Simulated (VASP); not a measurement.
# Ga2GeO3 (P-4m2) in VASP: relaxation of cell and atoms with PBE

Aim: the relaxation of cell and atoms of Ga2GeO3 with PBE.

All numbers are computed with VASP 6.6.1; they aren't measurements. Logs are shortened: lines on timing, memory, paths and dates and some standing lists are left out, and cuts for length are marked.

## 1. The cell of the first run

It takes space group P-4m2 (No. 115, tetragonal). Conventional cell: a = 3.075 Å, b = 3.075 Å, c = 7.704 Å, α = 90.00°, β = 90.00°, γ = 90.00°. Ga (site symmetry 2mm) has 5 O at 2.04 to 2.21 Å within 2.7 Å. Within 2.9 Å of Ge (site symmetry -4m2) lie 4 O at 2.17 Å. O (site symmetry -4m2) has 4 Ge at 2.17 Å within 2.9 Å. O (site symmetry 2mm) has 5 Ga at 2.04 to 2.21 Å and 4 O at 2.73 Å within 2.8 Å.

The cell was generated, and may not be a known phase.

## 2. Relaxation of cell and atoms, PBE

INCAR reads:

```
SYSTEM = Ga2GeO3
ALGO = Normal
EDIFF = 1E-7
EDIFFG = -0.01
ENCUT = 600
GGA = PE
IBRION = 2
ISIF = 3
ISMEAR = 0
LASPH = .True.
LCHARG = .False.
LREAL = .False.
LWAVE = .False.
NELM = 60
NSW = 100
PREC = Accurate
SIGMA = 0.1
```

KPOINTS reads:

```
k-points
0
Gamma
  12 12 6
  0 0 0
```

POSCAR reads:

```
Ga2GeO3
1.0
    3.0746117794      0.0000000000      0.0000000000
    0.0000000000      3.0746117794      0.0000000000
    0.0000000000      0.0000000000      7.7036636844
Ga Ge O
2 1 3
Direct
    0.0000000000      0.5000000000      0.6574593840
    0.5000000000      0.0000000000      0.3425406160
    0.0000000000      0.0000000000      0.0000000000
    0.5000000000      0.5000000000      0.0000000000
    0.0000000000      0.5000000000      0.3929735658
    0.5000000000      0.0000000000      0.6070264342
```

Potentials or basis: VASP PAW PBE potentials, release 64 (Ga_d, Ge_d, O).

Started as:

```
$ cat potpaw_PBE.64/Ga_d/POTCAR potpaw_PBE.64/Ge_d/POTCAR potpaw_PBE.64/O/POTCAR > POTCAR
$ mpirun -np 1 vasp_std > vasp.out
```

OUTCAR:

```text
SYSTEM = Ga2GeO3
   EDIFF = 1E-7
   EDIFFG = -0.01
   ENCUT = 600
   GGA = PE
   IBRION = 2
   ISIF = 3
   ISMEAR = 0
   LASPH = .True.
   LREAL = .False.
   NELM = 60
   NSW = 100
   PREC = Accurate

 ion  position               nearest neighbor table
   1  0.000  0.500  0.657-   5 2.04   6 2.21   6 2.21   6 2.21   6 2.21
   2  0.500  0.000  0.343-   6 2.04   5 2.21   5 2.21   5 2.21   5 2.21
   3  0.000  0.000  0.000-   4 2.17   4 2.17   4 2.17   4 2.17
   4  0.500  0.500  0.000-   3 2.17   3 2.17   3 2.17   3 2.17
   5  0.000  0.500  0.393-   1 2.04   2 2.21   2 2.21   2 2.21   2 2.21
   6  0.500  0.000  0.607-   2 2.04   1 2.21   1 2.21   1 2.21   1 2.21

  LATTYP: Found a simple tetragonal cell.
 ALAT       =     3.0746117794
 C/A-ratio  =     2.5055728128

  Lattice vectors:

 A1 = (   3.0746117794,   0.0000000000,   0.0000000000)
 A2 = (   0.0000000000,   3.0746117794,   0.0000000000)
 A3 = (   0.0000000000,   0.0000000000,   7.7036636844)

Analysis of symmetry for initial positions (statically):
=====================================================================
 Subroutine PRICEL returns:
 Original cell was already a primitive cell.

 Routine SETGRP: Setting up the symmetry group for a
 simple tetragonal supercell.

 Subroutine GETGRP returns: Found  8 space group operations
 (whereof  8 operations were pure point group operations)
 out of a pool of 16 trial point group operations.

The static configuration has the point symmetry D_2d.

Analysis of symmetry for dynamics (positions and initial velocities):
=====================================================================
 Subroutine PRICEL returns:
 Original cell was already a primitive cell.

 Routine SETGRP: Setting up the symmetry group for a
 simple tetragonal supercell.

 Subroutine GETGRP returns: Found  8 space group operations
 (whereof  8 operations were pure point group operations)
 out of a pool of 16 trial point group operations.

The dynamic configuration has the point symmetry D_2d.

 Subroutine INISYM returns: Found  8 space group operations
 (whereof  8 operations are pure point group operations),
 and found     1 'primitive' translations

----------------------------------------------------------------------------------------

                                     Primitive cell

  volume of cell :      72.8246

  direct lattice vectors                    reciprocal lattice vectors
     3.074611779  0.000000000  0.000000000     0.325244314  0.000000000  0.000000000
     0.000000000  3.074611779  0.000000000     0.000000000  0.325244314  0.000000000
     0.000000000  0.000000000  7.703663684     0.000000000  0.000000000  0.129808367

  length of vectors
     3.074611779  3.074611779  7.703663684     0.325244314  0.325244314  0.129808367

  position of ions in fractional coordinates (direct lattice)
     0.000000000  0.500000000  0.657459384
     0.500000000  0.000000000  0.342540616
     0.000000000  0.000000000  0.000000000
     0.500000000  0.500000000  0.000000000
     0.000000000  0.500000000  0.392973566
     0.500000000  0.000000000  0.607026434

  ion indices of the primitive-cell ions
   primitive index   ion index
                 1           1
                 2           2
                 3           3
                 4           4
                 5           5
                 6           6

----------------------------------------------------------------------------------------

 KPOINTS: k-points

Automatic generation of k-mesh.
 Grid dimensions read from file:
 generate k-points for:   12   12    6

 Generating k-lattice:

  Cartesian coordinates                     Fractional coordinates (reciprocal lattice)
     0.027103693  0.000000000  0.000000000     0.083333333  0.000000000  0.000000000
     0.000000000  0.027103693  0.000000000     0.000000000  0.083333333  0.000000000
     0.000000000  0.000000000  0.021634728     0.000000000  0.000000000  0.166666667

  Length of vectors
     0.027103693  0.027103693  0.021634728

  Shift w.r.t. Gamma in fractional coordinates (k-lattice)
     0.000000000  0.000000000  0.000000000

 Subroutine IBZKPT returns following result:
 ===========================================

 Found    112 irreducible k-points:

 Following reciprocal coordinates:
            Coordinates               Weight
  0.000000  0.000000  0.000000      1.000000
  0.083333  0.000000  0.000000      4.000000
  0.166667  0.000000  0.000000      4.000000
  0.250000  0.000000  0.000000      4.000000
  0.333333  0.000000  0.000000      4.000000
  0.416667  0.000000  0.000000      4.000000
[... 16 lines left out ...]
  0.333333  0.333333  0.000000      4.000000
  0.416667  0.333333  0.000000      8.000000
 [... further k-points ...]
   k-points           NKPTS =    112   k-points in BZ     NKDIM =    112   number of bands    NBANDS=     34
   number of dos      NEDOS =    301   number of ions     NIONS =      6
   total plane-waves  NPLWV =  50176
   dimension x,y,z NGX =    28 NGY =   28 NGZ =   64
   dimension x,y,z NGXF=    56 NGYF=   56 NGZF=  128
   ions per type =               2   1   3
   NGX,Y,Z   is equivalent  to a cutoff of  15.14, 15.14, 13.81 a.u.
   NGXF,Y,Z  is equivalent  to a cutoff of  30.28, 30.28, 27.62 a.u.
 SYSTEM =  Ga2GeO3
   PREC   = accura    normal or accurate (medium, high low for compatibility)
   ISTART =      0    job   : 0-new  1-cont  2-samecut
   ICHARG =      2    charge: 1-file 2-atom 10-const
   ISPIN  =      1    spin polarized calculation?
   LNONCOLLINEAR =      F non collinear calculations
   LSORBIT =      F    spin-orbit coupling
   LASPH  =      T    aspherical Exc in radial PAW
   ENCUT  =  600.0 eV  44.10 Ry    6.64 a.u.   6.14  6.14 15.39*2*pi/ulx,y,z
   NELM   =     60;   NELMIN=  2; NELMDL= -5     # of ELM steps
   EDIFF  = 0.1E-06   stopping-criterion for ELM
   LREAL  =      F    real-space projection
   EDIFFG = -.1E-01   stopping-criterion for IOM
   NSW    =    100    number of steps for IOM
   IBRION =      2    ionic relax: 0-MD 1-quasi-New 2-CG
   NFREE  =      1    steps in history (QN), initial steepest desc. (CG)
   ISIF   =      3    stress and relaxation
   ISYM   =      2    0-nonsym 1-usesym 2-fastsym
   POTIM  = 0.5000    time-step for ionic-motion
   TEBEG  =    0.0;   TEEND  =   0.0 temperature during run
   PSTRESS=    0.0 pullay stress
   NELECT =      58.0000    total number of electrons
   NUPDOWN=      -1.0000    fix difference up-down
   EMIN   =  10.00;   EMAX   =-10.00  energy-range for DOS
   EFERMI =   0.00;   METHOD = LEGACY
   ISMEAR =     0;   SIGMA  =   0.10  broadening in eV -4-tet -1-fermi 0-gaus
   EFERMI_NEDOS =   21; number of points for ismear=-14 and -15
   IALGO  =     38    algorithm
   IMIX   =      4    mixing-type and parameters
     AMIX     =   0.40;   BMIX     =  1.00
     AMIX_MAG =   1.60;   BMIX_MAG =  1.00
  volume/ion in A,a.u.               =      12.14        81.91
  Fermi-wavevector in a.u.,A,eV,Ry     =   1.517487  2.867634 31.331028  2.302766
  Thomas-Fermi vector in A             =   2.626735
   LORBIT       =      0    0 simple, 1 ext, 2 COOP (PROOUT), +10 PAW based schemes
   GGA     = PE    functional components
   LHFCALC =     F    Hartree Fock is set to
   AEXX    =    0.0000 exact exchange contribution
   IVDW    =     0    specifies the selected vdW correction
   LEPSILON=     F    determine dielectric tensor
   LRPA    =     F    only Hartree local field effects (RPA)
 conjugate gradient relaxation of ions
 non-spin polarized calculation
 Gauss-broadening in eV      SIGMA  =   0.10
  energy-cutoff  :      600.00
  volume of cell :       72.82
 maximum number of plane-waves:      2472
 NGX is ok and might be reduce to    28
   NGX = 13   NGY = 13   NGZ = 31

--------------------------------------- Ionic step        1  -------------------------------------------

 number of electron      58.0000003 magnetization

 Free energy of the ion-electron system (eV)
  ---------------------------------------------------
  ext. energy  EPLUGINS =         0.00000000
  ---------------------------------------------------
  free energy    TOTEN  =       -30.20431963 eV

  energy without entropy =      -30.19704016  energy(sigma->0) =      -30.20067990

------------------------ aborting loop because EDIFF is reached ----------------------------------------

  FORCE on cell =-STRESS in cart. coord.  units (eV):
  Direction    XX          YY          ZZ          XY          YZ          ZX
  --------------------------------------------------------------------------------------
  -------------------------------------------------------------------------------------
  Total        0.0357733      0.0357733      0.1192882      0.0000000      0.0000000      0.0000000
  in kB        0.7870314      0.7870314      2.6244005      0.0000000      0.0000000      0.0000000
  external PRESSURE =       1.3994878 kB  Pullay stress =       0.0000000 kB

 VOLUME and BASIS-vectors are now :
 -----------------------------------------------------------------------------
  energy-cutoff  :      600.00
  volume of cell :       72.82
      direct lattice vectors                 reciprocal lattice vectors
     3.074611779  0.000000000  0.000000000     0.325244314  0.000000000  0.000000000
     0.000000000  3.074611779  0.000000000     0.000000000  0.325244314  0.000000000
     0.000000000  0.000000000  7.703663684     0.000000000  0.000000000  0.129808367
[... 121 lines left out ...]
 POSITION                                       TOTAL-FORCE (eV/Angst)
 -----------------------------------------------------------------------------------
      0.00000      1.53652      5.07438         0.000000      0.000000      0.005829
      1.53652      3.07304      2.63439        -0.000000     -0.000000     -0.005829
      0.00000      3.07304      0.00000        -0.000000      0.000000      0.000000
      1.53652      1.53652      0.00000        -0.000000     -0.000000      0.000000
      0.00000      1.53652      3.02604        -0.000000      0.000000     -0.001459
      1.53652      3.07304      4.68273         0.000000      0.000000      0.001459
 -----------------------------------------------------------------------------------
    total drift:                                0.000000      0.000000      0.000000

  FREE ENERGIE OF THE ION-ELECTRON SYSTEM (eV)
  ---------------------------------------------------
  free  energy   TOTEN  =       -30.2049954876 eV

  energy  without entropy=      -30.1976123421  energy(sigma->0) =      -30.20130391

--------------------------------------- Ionic step        5  -------------------------------------------

 number of electron      57.9999997 magnetization

 Free energy of the ion-electron system (eV)
  ---------------------------------------------------
  ext. energy  EPLUGINS =         0.00000000
  ---------------------------------------------------
  free energy    TOTEN  =       -30.20499415 eV

  energy without entropy =      -30.19760281  energy(sigma->0) =      -30.20129848

 E-fermi :   5.9873     XC(G=0): -11.6083

 val. band max:        5.9778069108   @ k =   0.5000   0.3333   0.1667
 cond. band min:       5.9924769671   @ k =   0.5000   0.3333   0.3333
 fundamental gap:      0.0146700563
 Fermi energy:         5.9873353301

 k-point     1 :       0.0000    0.0000    0.0000
  band No.  band energies     occupation
      1     -18.6514      2.00000
      2     -18.5970      2.00000
      3     -18.5699      2.00000
      4     -18.5263      2.00000
      5     -18.5263      2.00000
      6     -14.3266      2.00000
[... 877 lines left out ...]
     33      11.6706      0.00000
     34      12.6523      0.00000

 [... further k-points ...]

------------------------ aborting loop because EDIFF is reached ----------------------------------------

  FORCE on cell =-STRESS in cart. coord.  units (eV):
  Direction    XX          YY          ZZ          XY          YZ          ZX
  --------------------------------------------------------------------------------------
  -------------------------------------------------------------------------------------
  Total        0.0414032      0.0414032     -0.0477343      0.0000000     -0.0000000     -0.0000000
  in kB        0.9119724      0.9119724     -1.0514245      0.0000000     -0.0000000     -0.0000000
  external PRESSURE =       0.2575068 kB  Pullay stress =       0.0000000 kB

 VOLUME and BASIS-vectors are now :
 -----------------------------------------------------------------------------
  energy-cutoff  :      600.00
  volume of cell :       72.74
      direct lattice vectors                 reciprocal lattice vectors
     3.072012570  0.000000000  0.000000000     0.325519501  0.000000000 -0.000000000
     0.000000000  3.072012570  0.000000000     0.000000000  0.325519501  0.000000000
     0.000000000  0.000000000  7.707566255    -0.000000000 -0.000000000  0.129742641

 POSITION                                       TOTAL-FORCE (eV/Angst)
 -----------------------------------------------------------------------------------
      3.07201      1.53601      5.07432         0.000000      0.000000      0.003836
      1.53601      0.00000      2.63324        -0.000000     -0.000000     -0.003836
      0.00000      0.00000      0.00000         0.000000     -0.000000      0.000000
      1.53601      1.53601      7.70757         0.000000     -0.000000      0.000000
      0.00000      1.53601      3.02506         0.000000     -0.000000      0.003136
      1.53601      0.00000      4.68250        -0.000000     -0.000000     -0.003136
 -----------------------------------------------------------------------------------
    total drift:                                0.000000      0.000000     -0.000000

  FREE ENERGIE OF THE ION-ELECTRON SYSTEM (eV)
  ---------------------------------------------------
  free  energy   TOTEN  =       -30.2049941512 eV

  energy  without entropy=      -30.1976028120  energy(sigma->0) =      -30.20129848

 reached required accuracy - stopping structural energy minimisation
```

Run time: 9.7 min. Hardware: 1 thread of Intel Xeon 6975P-C (Granite Rapids), shared host; peak memory 0.45 GiB.

What came out:

```yaml
Free_energy: -30.2050 eV
Relaxed_volume: 12.12 Å³/atom
Relaxed_cell: a = 3.072 Å, b = 3.072 Å, c = 7.708 Å, α = 90.00°, β = 90.00°, γ = 90.00°
Space_group_after_relaxing_to_0.1_Å: P-4m2 (No. 115)
Energy_gained_by_relaxing: 0.1 meV/atom
Ionic_steps: 5
Pressure_after_relaxing: 0.0 GPa
Largest_force_after_relaxing: 0.004 eV/Å
Band_gap_on_the_k_mesh: zero (bands 29 and 30 overlap by 0.97 eV)
```

Forces on the atoms (eV/Å):
```
Ga   0.000  0.000  0.004
Ga   0.000  0.000 -0.004
Ge   0.000  0.000  0.000
O    0.000  0.000  0.000
O    0.000  0.000  0.003
O    0.000  0.000 -0.003
```

The path:
| step | energy change (eV) | largest force (eV/Å) | pressure (GPa) | volume (Å³) |
| --- | --- | --- | --- | --- |
| 1 | 0.0000 | 0.0828 | 0.14 | 72.82 |
| 2 | -0.0005 | 0.0167 | -0.18 | 72.94 |
| 3 | -0.0005 | 0.0128 | -0.23 | 72.95 |
| 4 | -0.0007 | 0.0058 | -0.05 | 72.80 |
| 5 | -0.0007 | 0.0038 | 0.03 | 72.74 |

Final structure:
```
Ga Ge O
1.0
     3.07201    0.00000    0.00000
     0.00000    3.07201    0.00000
     0.00000    0.00000    7.70757
Ga Ge O
2 1 3
Cartesian
  3.0720 1.5360 5.0743
  1.5360 0.0000 2.6332
  0.0000 0.0000 0.0000
  1.5360 1.5360 7.7076
  0.0000 1.5360 3.0251
  1.5360 0.0000 4.6825
```

Levels at points of the mesh, in eV from the Fermi level:
```csv
k point,band 25,band 26,band 27,band 28,band 29,band 30,band 31,band 32,band 33,band 34
"(0.00, 0.00, 0.00)",-4.11,-4.00,-3.24,-3.24,-2.22,0.34,2.81,6.31,8.03,8.36
"(0.50, 0.00, 0.00)",-3.22,-3.12,-3.09,-1.30,0.39,0.75,2.87,3.46,4.00,5.02
"(0.50, 0.50, 0.00)",-5.14,-4.85,-4.85,-2.72,-0.38,-0.38,1.70,6.09,6.09,6.47
"(0.00, 0.00, 0.50)",-4.17,-4.17,-3.21,-3.21,-1.65,0.59,3.05,5.31,7.58,8.50
"(0.50, 0.00, 0.50)",-3.12,-3.11,-2.77,-0.69,0.14,0.59,3.00,3.22,3.80,5.23
"(0.50, 0.50, 0.50)",-4.76,-4.76,-4.48,-2.81,-0.56,-0.56,1.58,6.09,6.10,6.10
```
